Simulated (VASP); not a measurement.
# H: single point with PBE

Crystal: H.

```
H
1.0
     2.64334   -2.61313    0.00000
     2.64334    2.61313    0.00000
     0.00000    0.00000    4.25419
H
4
Direct
  0.94487 0.05513 0.06443
  0.44487 0.55513 0.43557
  0.55513 0.44487 0.58211
  0.05513 0.94487 0.91789
```

This cell differs from its parent crystal: strained and its atoms moved.

* Program: VASP 6.6.1
* Task: single point
* Functional: PBE
* Potentials or basis: VASP PAW PBE potentials, release 64 (H)
* Cutoff: 500 eV
* k mesh: 6 × 6 × 6
* Occupations: gaussian, width 0.02 eV
* Spin: no spin polarisation

- Pressure: -3.9 GPa
- Largest force: 2.498 eV/Å
- Band gap on the k mesh: 8.33 eV, indirect (least direct gap 8.88 eV)

Forces in eV/Å, atoms in the order of the input:
```
H    0.000 -1.695 -1.828
H    0.000 -1.695  1.828
H    0.000  1.695 -1.835
H    0.000  1.695  1.835
```

Stress tensor (GPa, compression positive):
```
-0.06  0.00  0.00
 0.00 -5.47  0.00
 0.00  0.00 -6.28
```

Levels at points of the mesh, in eV from the valence-band top:
| k point | band 1 | band 2 | band 3 | band 4 | band 5 |
| --- | --- | --- | --- | --- | --- |
| (0.00, 0.00, 0.00) | -1.87 | 0.00 | 10.10 | 11.62 | 12.31 |
| (0.50, 0.00, 0.00) | -0.79 | -0.79 | 9.88 | 9.88 | 12.72 |
| (0.50, 0.50, 0.00) | -0.60 | -0.42 | 8.46 | 9.84 | 12.45 |
| (0.00, 0.00, 0.50) | -1.02 | -0.88 | 9.49 | 9.80 | 14.22 |
| (0.50, 0.00, 0.50) | -0.65 | -0.65 | 8.33 | 8.33 | 15.22 |
| (0.50, 0.50, 0.50) | -0.42 | -0.40 | 9.65 | 9.80 | 11.82 |

Run time: 10 s on 1 thread of Intel(R) Xeon(R) 6975P-C (Granite Rapids) (shared host), peak memory 0.15 GiB.

Caveat: the cell differs from its parent crystal (strained and its atoms moved); forces of over 1 eV/Å act on the atoms, so gaps and moduli don't describe the material at rest. A k mesh can miss the band edges.
